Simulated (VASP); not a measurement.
# Hf2TiN3 (P-3m1) in VASP: further runs, part 2 of 2

VASP 6.6.1. The steps go on from the part before.

## Step 3: Relaxation of cell and atoms, PBE

This run uses another cell than the first one, of 11.09 Å³/atom, 1.099 times its volume.

INCAR reads:

```
PREC = Accurate
ENCUT = 600
EDIFF = 1E-6
ISMEAR = 0
SIGMA = 0.1
LREAL = F
LASPH = T
NELM = 100
ALGO = Normal
ISIF = 3
LWAVE = F
LCHARG = F
GGA = PE
IBRION = 2
NSW = 100
EDIFFG = -0.01
```

KPOINTS reads:

```
Automatic mesh
0
Gamma
  12 12 6
```

POSCAR reads:

```
Hf2TiN3
1.0
    3.1639878000      0.0000000000      0.0000000000
   -1.5819939000      2.7400938000      0.0000000000
    0.0000000000      0.0000000000      7.6736894000
Hf Ti N
2 1 3
Direct
    0.3333333000      0.6666667000      0.6757570000
    0.6666667000      0.3333333000      0.3242430000
    0.0000000000      0.0000000000      0.0000000000
    0.6666667000      0.3333333000      0.8422610000
    0.0000000000      0.0000000000      0.5000000000
    0.3333333000      0.6666667000      0.1577390000
```

Potentials or basis: VASP PAW PBE potentials, release 64 (Hf_pv, Ti_sv, N).

Run with:

```
$ cat potpaw_PBE.64/Hf_pv/POTCAR potpaw_PBE.64/Ti_sv/POTCAR potpaw_PBE.64/N/POTCAR > POTCAR
$ mpirun -np 1 vasp_std > vasp.out
```

OUTCAR:

```text
PREC = Accurate
   ENCUT = 600
   EDIFF = 1E-6
   ISMEAR = 0
   LREAL = F
   LASPH = T
   NELM = 100
   ISIF = 3
   GGA = PE
   IBRION = 2
   NSW = 100
   EDIFFG = -0.01

 ion  position               nearest neighbor table
   1  0.333  0.667  0.676-   4 2.23   4 2.23   4 2.23   5 2.27   5 2.27   5 2.27   3 3.09   3 3.09
                             3 3.09   2 3.26   2 3.26   2 3.26
   2  0.667  0.333  0.324-   6 2.23   6 2.23   6 2.23   5 2.27   5 2.27   5 2.27   3 3.09   3 3.09
                             3 3.09   1 3.26   1 3.26   1 3.26
   3  0.000  0.000  0.000-   4 2.19   6 2.19   6 2.19   4 2.19   4 2.19   6 2.19   1 3.09   2 3.09
                             1 3.09   2 3.09   1 3.09   2 3.09
   4  0.667  0.333  0.842-   3 2.19   3 2.19   3 2.19   1 2.23   1 2.23   1 2.23
   5  0.000  0.000  0.500-   1 2.27   2 2.27   1 2.27   2 2.27   2 2.27   1 2.27
   6  0.333  0.667  0.158-   3 2.19   3 2.19   3 2.19   2 2.23   2 2.23   2 2.23

  LATTYP: Found a hexagonal cell.
 ALAT       =     3.1639878000
 C/A-ratio  =     2.4253220572

  Lattice vectors:

 A1 = (   3.1639878000,   0.0000000000,   0.0000000000)
 A2 = (  -1.5819939000,   2.7400938000,   0.0000000000)
 A3 = (   0.0000000000,   0.0000000000,   7.6736894000)

Analysis of symmetry for initial positions (statically):
=====================================================================
 Subroutine PRICEL returns:
 Original cell was already a primitive cell.

 Routine SETGRP: Setting up the symmetry group for a
 hexagonal supercell.

 Subroutine GETGRP returns: Found 12 space group operations
 (whereof 12 operations were pure point group operations)
 out of a pool of 24 trial point group operations.

The static configuration has the point symmetry D_3d.

Analysis of symmetry for dynamics (positions and initial velocities):
=====================================================================
[... 139 lines left out ...]
  volume/ion in A,a.u.               =      11.09        74.83
  Fermi-wavevector in a.u.,A,eV,Ry     =   1.458051  2.755316 28.924788  2.125912
  Thomas-Fermi vector in A             =   2.574781
   LORBIT       =      0    0 simple, 1 ext, 2 COOP (PROOUT), +10 PAW based schemes
   GGA     = PE    functional components
   LHFCALC =     F    Hartree Fock is set to
   AEXX    =    0.0000 exact exchange contribution
   IVDW    =     0    specifies the selected vdW correction
   LEPSILON=     F    determine dielectric tensor
   LRPA    =     F    only Hartree local field effects (RPA)
 conjugate gradient relaxation of ions
 non-spin polarized calculation
 Gauss-broadening in eV      SIGMA  =   0.10
  energy-cutoff  :      600.00
  volume of cell :       66.53
 maximum number of plane-waves:      2240
 NGX is ok and might be reduce to    28
   NGX = 13   NGY = 13   NGZ = 31

--------------------------------------- Ionic step        1  -------------------------------------------

 number of electron      47.0000003 magnetization

 Free energy of the ion-electron system (eV)
  ---------------------------------------------------
  ext. energy  EPLUGINS =         0.00000000
  ---------------------------------------------------
  free energy    TOTEN  =       -63.07199351 eV

  energy without entropy =      -63.06155538  energy(sigma->0) =      -63.06677444

------------------------ aborting loop because EDIFF is reached ----------------------------------------

  FORCE on cell =-STRESS in cart. coord.  units (eV):
  Direction    XX          YY          ZZ          XY          YZ          ZX
  --------------------------------------------------------------------------------------
  -------------------------------------------------------------------------------------
  Total       -0.7076120     -0.7076120     -0.7544020      0.0000000     -0.0000000      0.0000000
  in kB      -17.0412450    -17.0412448    -18.1680770      0.0000000     -0.0000000      0.0000000
  external PRESSURE =     -17.4168556 kB  Pullay stress =       0.0000000 kB
[... 147 lines left out ...]
--------------------------------------- Ionic step        5  -------------------------------------------

 number of electron      47.0000004 magnetization

 Free energy of the ion-electron system (eV)
  ---------------------------------------------------
  ext. energy  EPLUGINS =         0.00000000
  ---------------------------------------------------
  free energy    TOTEN  =       -63.07515983 eV

  energy without entropy =      -63.06490865  energy(sigma->0) =      -63.07003424

 E-fermi :   9.0906     XC(G=0): -12.7317

 val. band max:        9.0885819434   @ k =   0.3333   0.2500   0.5000
 cond. band min:       9.1048425321   @ k =   0.5000  -0.0000   0.1667
 fundamental gap:      0.0162605886
 Fermi energy:         9.0906283487

 k-point     1 :       0.0000    0.0000    0.0000
  band No.  band energies     occupation
      1     -48.7255      2.00000
      2     -25.0832      2.00000
      3     -24.8637      2.00000
      4     -24.8637      2.00000
      5     -22.7253      2.00000
      6     -22.2571      2.00000
[... 733 lines left out ...]
     27      10.4297      0.00000
     28      10.4489      0.00000

 [... further k-points ...]
[... 5 lines left out ...]
  --------------------------------------------------------------------------------------
  -------------------------------------------------------------------------------------
  Total       -0.0011590     -0.0011590     -0.0038496      0.0000000     -0.0000000      0.0000000
  in kB       -0.0280737     -0.0280737     -0.0932448      0.0000000     -0.0000000      0.0000000
  external PRESSURE =      -0.0497974 kB  Pullay stress =       0.0000000 kB
[... 21 lines left out ...]
  FREE ENERGIE OF THE ION-ELECTRON SYSTEM (eV)
  ---------------------------------------------------
  free  energy   TOTEN  =       -63.0751598306 eV

  energy  without entropy=      -63.0649086506  energy(sigma->0) =      -63.07003424

 reached required accuracy - stopping structural energy minimisation
```

OSZICAR:

```text
N       E                     dE             d eps       ncg     rms          rms(c)
DAV:   1     0.455510853036E+03    0.45551E+03   -0.26768E+04  5600   0.199E+03
DAV:   2    -0.159644072573E+02   -0.47148E+03   -0.45515E+03  6104   0.526E+02
DAV:   3    -0.723354291021E+02   -0.56371E+02   -0.54858E+02  8192   0.147E+02
[... 53 lines left out ...]
DAV:   2    -0.630751863368E+02   -0.60545E-04   -0.10878E-03  7128   0.206E-01    0.101E-01
DAV:   3    -0.630751731210E+02    0.13216E-04   -0.43767E-05  8096   0.472E-02    0.821E-02
DAV:   4    -0.630751749310E+02   -0.18101E-05   -0.54110E-05  8916   0.559E-02    0.627E-02
DAV:   5    -0.630751595930E+02    0.15338E-04   -0.59804E-05  7896   0.484E-02    0.192E-02
DAV:   6    -0.630751598306E+02   -0.23764E-06   -0.58172E-06  5720   0.154E-02
   5 F= -.63075160E+02 E0= -.63070034E+02  d E =-.489332E-03
```

CONTCAR:

```text
Hf2TiN3
   1.00000000000000
     3.1588416135988102    0.0000000000000000    0.0000000000000000
    -1.5794208067994051    2.7356370719029548   -0.0000000000000000
     0.0000000000000000   -0.0000000000000000    7.6545722779906580
  Hf              Ti              N
     2     1     3
Direct
     0.3333332999999996    0.6666667000000004    0.6756039140106678
     0.6666667000000004    0.3333332999999996    0.3243960859893322
     0.0000000000000000    0.0000000000000000    1.0000000000000000
     0.6666667000000004    0.3333332999999996    0.8411701416643064
     0.0000000000000000    0.0000000000000000    0.5000000000000000
     0.3333332999999996    0.6666667000000004    0.1588298583356936

  0.00000000E+00  0.00000000E+00  0.00000000E+00
  0.00000000E+00  0.00000000E+00  0.00000000E+00
  0.00000000E+00  0.00000000E+00  0.00000000E+00
  0.00000000E+00  0.00000000E+00  0.00000000E+00
  0.00000000E+00  0.00000000E+00  0.00000000E+00
  0.00000000E+00  0.00000000E+00  0.00000000E+00
```

It took 24 min on 1 thread of AMD EPYC 7R13, shared host; peak memory 0.35 GiB.

What came out:

* Free energy: -63.0752 eV
* Relaxed volume: 11.02 Å³/atom
* Relaxed cell: a = 3.159 Å, b = 3.159 Å, c = 7.655 Å, α = 90.00°, β = 90.00°, γ = 120.00°
* Space group after relaxing (to 0.05 Å): P-3m1 (No. 164)
* Energy gained by relaxing: 0.5 meV/atom
* Ionic steps: 5
* Pressure after relaxing: 0.0 GPa
* Largest force after relaxing: 0.006 eV/Å

Forces on the atoms (eV/Å):
```
Hf   0.000  0.000 -0.006
Hf   0.000  0.000  0.006
Ti   0.000  0.000  0.000
N    0.000  0.000  0.001
N    0.000  0.000  0.000
N    0.000  0.000 -0.001
```

Step by step:
| step | energy change (eV) | largest force (eV/Å) | pressure (GPa) | volume (Å³) |
| --- | --- | --- | --- | --- |
| 1 | 0.0000 | 0.1359 | -1.74 | 66.53 |
| 2 | 0.0045 | 0.0437 | 3.22 | 65.37 |
| 3 | -0.0027 | 0.0733 | 0.15 | 66.09 |
| 4 | -0.0031 | 0.0307 | 0.05 | 66.12 |
| 5 | -0.0032 | 0.0056 | 0.00 | 66.15 |

Final structure:
```cif
data_structure
_symmetry_space_group_name_H-M 'P 1'
_symmetry_Int_Tables_number 1
_cell_length_a 3.1588
_cell_length_b 3.1588
_cell_length_c 7.6546
_cell_angle_alpha 90.000
_cell_angle_beta 90.000
_cell_angle_gamma 120.000
_cell_volume 66.15
loop_
_atom_site_label
_atom_site_type_symbol
_atom_site_fract_x
_atom_site_fract_y
_atom_site_fract_z
_atom_site_occupancy
Hf1 Hf 0.33333 0.66667 0.67560 1
Hf2 Hf 0.66667 0.33333 0.32440 1
Ti1 Ti 0.00000 0.00000 0.00000 1
N1 N 0.66667 0.33333 0.84117 1
N2 N 0.00000 0.00000 0.50000 1
N3 N 0.33333 0.66667 0.15883 1
```

Caveat: spin-orbit coupling is left out, which moves the levels of the heavy elements.

## Step 4: Relaxation of shape and atoms at fixed volume, PBE (volume scaled by 1.03)

INCAR reads:

```
SYSTEM = Hf2TiN3
ALGO     = Normal         ! electronic algorithm
EDIFF    = 1E-6           ! SCF threshold, eV
EDIFFG   = -0.01          ! ionic threshold
ENCUT    = 600            ! plane-wave cutoff, eV
GGA      = PE             ! functional
IBRION   = 2              ! ionic algorithm
ISIF     = 4              ! what is computed and relaxed
ISMEAR   = 0              ! smearing method
LASPH    = .True.         ! aspherical terms in the spheres
LCHARG   = .False.        ! write CHGCAR
LREAL    = .False.        ! projectors in reciprocal space
LWAVE    = .False.        ! write WAVECAR
NELM     = 100            ! most SCF steps
NSW      = 50             ! ionic steps
PREC     = Accurate       ! precision mode
SIGMA    = 0.1            ! smearing width, eV
```

KPOINTS reads:

```
k-points
0
Gamma
  12 12 6
  0 0 0
```

POSCAR reads:

```
Hf2TiN3
1.0
    3.1953164423      0.0000000000      0.0000000000
   -1.5976582211      2.7672252122      0.0000000000
    0.0000000000      0.0000000000      7.7496714643
Hf Ti N
2 1 3
Direct
    0.3333333333      0.6666666667      0.6757570000
    0.6666666667      0.3333333333      0.3242430000
    0.0000000000      0.0000000000      0.0000000000
    0.6666666667      0.3333333333      0.8422610000
    0.0000000000      0.0000000000      0.5000000000
    0.3333333333      0.6666666667      0.1577390000
```

Potentials or basis: VASP PAW PBE potentials, release 64 (Hf_pv, Ti_sv, N).

Run with:

```
$ cat potpaw_PBE.64/Hf_pv/POTCAR potpaw_PBE.64/Ti_sv/POTCAR potpaw_PBE.64/N/POTCAR > POTCAR
$ mpirun -np 1 vasp_std > vasp.out
```

OUTCAR:

```text
SYSTEM = Hf2TiN3
   EDIFF = 1E-6
   EDIFFG = -0.01
   ENCUT = 600
   GGA = PE
   IBRION = 2
   ISIF = 4
   ISMEAR = 0
   LASPH = .True.
   LREAL = .False.
   NELM = 100
   NSW = 50
   PREC = Accurate

 ion  position               nearest neighbor table
   1  0.333  0.667  0.676-   4 2.25   4 2.25   4 2.25   5 2.29   5 2.29   5 2.29   3 3.12   3 3.12
                             3 3.12   2 3.29   2 3.29   2 3.29
   2  0.667  0.333  0.324-   6 2.25   6 2.25   6 2.25   5 2.29   5 2.29   5 2.29   3 3.12   3 3.12
                             3 3.12   1 3.29   1 3.29   1 3.29
   3  0.000  0.000  0.000-   4 2.21   6 2.21   4 2.21   6 2.21   4 2.21   6 2.21   1 3.12   2 3.12
                             1 3.12   2 3.12   2 3.12   1 3.12
   4  0.667  0.333  0.842-   3 2.21   3 2.21   3 2.21   1 2.25   1 2.25   1 2.25
   5  0.000  0.000  0.500-   1 2.29   2 2.29   2 2.29   1 2.29   2 2.29   1 2.29
   6  0.333  0.667  0.158-   3 2.21   3 2.21   3 2.21   2 2.25   2 2.25   2 2.25

  LATTYP: Found a hexagonal cell.
 ALAT       =     3.1953164423
 C/A-ratio  =     2.4253220625

  Lattice vectors:

 A1 = (   3.1953164423,   0.0000000000,   0.0000000000)
 A2 = (  -1.5976582211,   2.7672252122,   0.0000000000)
 A3 = (   0.0000000000,   0.0000000000,   7.7496714643)

[... 187 lines left out ...]

  FORCE on cell =-STRESS in cart. coord.  units (eV):
  Direction    XX          YY          ZZ          XY          YZ          ZX
  --------------------------------------------------------------------------------------
  -------------------------------------------------------------------------------------
  Total       -3.8368100     -3.8368100     -3.8559582     -0.0000000      0.0000000     -0.0000000
  in kB      -89.7096595    -89.7096595    -90.1573680     -0.0000000      0.0000000     -0.0000000
  external PRESSURE =     -89.8588957 kB  Pullay stress =       0.0000000 kB
[... 147 lines left out ...]
--------------------------------------- Ionic step        5  -------------------------------------------

 number of electron      47.0000004 magnetization

 Free energy of the ion-electron system (eV)
  ---------------------------------------------------
  ext. energy  EPLUGINS =         0.00000000
  ---------------------------------------------------
  free energy    TOTEN  =       -63.01279417 eV

  energy without entropy =      -63.00231322  energy(sigma->0) =      -63.00755369

 E-fermi :   8.7344     XC(G=0): -12.5435

 val. band max:        8.7244228895   @ k =   0.3333   0.0000   0.0000
 cond. band min:       8.7380168808   @ k =  -0.0833   0.5000   0.1667
 fundamental gap:      0.0135939913
 Fermi energy:         8.7344202996

 k-point     1 :       0.0000    0.0000    0.0000
  band No.  band energies     occupation
      1     -49.1314      2.00000
      2     -25.4666      2.00000
      3     -25.2753      2.00000
      4     -25.2753      2.00000
      5     -23.1237      2.00000
      6     -22.7202      2.00000
[... 733 lines left out ...]
     27      10.0129      0.00000
     28      10.0773      0.00000

 [... further k-points ...]
[... 5 lines left out ...]
  --------------------------------------------------------------------------------------
  -------------------------------------------------------------------------------------
  Total       -3.6670107     -3.6670107     -3.6280259     -0.0000000     -0.0000000      0.0000000
  in kB      -85.7395285    -85.7395285    -84.8280119     -0.0000000     -0.0000000      0.0000000
  external PRESSURE =     -85.4356897 kB  Pullay stress =       0.0000000 kB
[... 21 lines left out ...]
  FREE ENERGIE OF THE ION-ELECTRON SYSTEM (eV)
  ---------------------------------------------------
  free  energy   TOTEN  =       -63.0127941683 eV

  energy  without entropy=      -63.0023132157  energy(sigma->0) =      -63.00755369

 reached required accuracy - stopping structural energy minimisation
```

CONTCAR:

```text
Hf2TiN3
   1.00000000000000
     3.1970499908952656   -0.0000000000046043   -0.0000000000000000
    -1.5985249954015932    2.7687265093184426    0.0000000000000000
     0.0000000000000000    0.0000000000000000    7.7412694750973445
  Hf              Ti              N
     2     1     3
Direct
     0.3333333332999970    0.6666666667000030    0.6758302638718708
     0.6666666667000030    0.3333333332999970    0.3241697361281292
     0.0000000000000000    1.0000000000000000    1.0000000000000000
     0.6666666667000030    0.3333333332999970    0.8396272433412223
     0.0000000000000000    1.0000000000000000    0.5000000000000000
     0.3333333332999970    0.6666666667000030    0.1603727566587778

  0.00000000E+00  0.00000000E+00  0.00000000E+00
  0.00000000E+00  0.00000000E+00  0.00000000E+00
  0.00000000E+00  0.00000000E+00  0.00000000E+00
  0.00000000E+00  0.00000000E+00  0.00000000E+00
  0.00000000E+00  0.00000000E+00  0.00000000E+00
  0.00000000E+00  0.00000000E+00  0.00000000E+00
```

Run time: 17 min. Hardware: 1 thread of AMD EPYC 7R13, shared host; peak memory 0.36 GiB.

What came out:

| Property | Result |
| --- | --- |
| Free energy | -63.0128 eV |
| Energy gained by relaxing | 0.9 meV/atom |
| Ionic steps | 5 |
| Pressure after relaxing | -8.5 GPa |
| Largest force after relaxing | 0.005 eV/Å |

Forces in eV/Å, atoms in the order of the input:
```
Hf   0.000  0.000 -0.005
Hf   0.000  0.000  0.005
Ti   0.000  0.000  0.000
N    0.000  0.000 -0.001
N    0.000  0.000  0.000
N    0.000  0.000  0.001
```

Stress tensor (GPa, compression positive):
```
-8.57  0.00  0.00
 0.00 -8.57  0.00
 0.00  0.00 -8.48
```

Step by step:
| step | energy change (eV) | largest force (eV/Å) | pressure (GPa) | volume (Å³) |
| --- | --- | --- | --- | --- |
| 1 | 0.0000 | 0.2524 | -8.99 | 68.52 |
| 2 | -0.0043 | 0.0975 | -8.69 | 68.52 |
| 3 | -0.0049 | 0.0559 | -8.53 | 68.52 |
| 4 | -0.0049 | 0.0534 | -8.54 | 68.52 |
| 5 | -0.0052 | 0.0046 | -8.54 | 68.52 |

Final structure:
```
CELL_PARAMETERS angstrom
3.19705 0.00000 0.00000
-1.59852 2.76873 0.00000
0.00000 0.00000 7.74127
ATOMIC_POSITIONS crystal
Hf 0.33333 0.66667 0.67583
Hf 0.66667 0.33333 0.32417
Ti 0.00000 0.00000 0.00000
N 0.66667 0.33333 0.83963
N 0.00000 0.00000 0.50000
N 0.33333 0.66667 0.16037
```

Caveat: the cell differs from its parent crystal (volume scaled by 1.03); spin-orbit coupling is left out, which moves the levels of the heavy elements.

## Step 5: The runs side by side

| task | cell | cutoff (eV) | gap on the mesh (eV) | pressure (GPa) | largest force (eV/Å) |
| --- | --- | --- | --- | --- | --- |
| single point | a = 3.064, b = 3.064, c = 7.446 Å, angles 90.0, 90.0, 120.0°, 6 atoms | 520 | none | 28.1 | 0.15 |
| relaxation of cell and atoms | relaxed from a = 3.164, b = 3.164, c = 7.674 Å, angles 90.0, 90.0, 120.0°, 6 atoms | 600 | none | 0.0 | 0.01 |
| relaxation of shape and atoms at fixed volume | relaxed from a = 3.195, b = 3.195, c = 7.750 Å, angles 90.0, 90.0, 120.0°, 6 atoms | 600 | none | -8.5 | - |

Alike in all rows: level PBE; potentials or basis VASP PAW PBE potentials, release 64 (Hf_pv, Ti_sv, N); no spin polarisation; k mesh 12 × 12 × 6; smearing gaussian 0.1 eV.

Caveats: spin-orbit coupling is left out, which moves the levels of the heavy elements.

Absolute energies hang on the potentials; compare differences alone.
